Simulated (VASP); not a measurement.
Cu, 2 atoms in the cell. The typed cell holds 2 atoms: a = 2.522 Å, b = 2.522 Å, c = 4.826 Å, α = 105.09°, β = 105.09°, γ = 120.05°. This isn't the form of Cu at room conditions, which is fcc.

| Item | Value |
| --- | --- |
| Program | VASP 6.6.1 |
| Task | single point |
| Functional | LDA |
| Potentials or basis | VASP PAW LDA potentials, release 64 (Cu) |
| Cutoff | 520 eV |
| k mesh | 18 × 18 × 9 |
| Occupations | fermi-dirac, width 0.1 eV |
| Spin | no spin polarisation |
| Dipole correction | no |
| Further INCAR settings | ALGO = Normal; EDIFF = 1e-07; NBANDS = 18 |

Potentials or basis: VASP PAW LDA potentials, release 64 (Cu).

The run is started by

```bash
$ cat potpaw_LDA.64/Cu/POTCAR > POTCAR
$ mpirun -np 1 vasp_std > vasp.out
```

Hardware: 1 thread of AMD EPYC 7R13 Processor (Zen 3) (shared host).

Q: How long does it take, and how much memory?

A: Wall time 4.1 min on 1 thread of AMD EPYC 7R13 Processor (Zen 3), on a shared host, peak memory 0.32 GiB. Counts: scf iterations 13, k points 775.
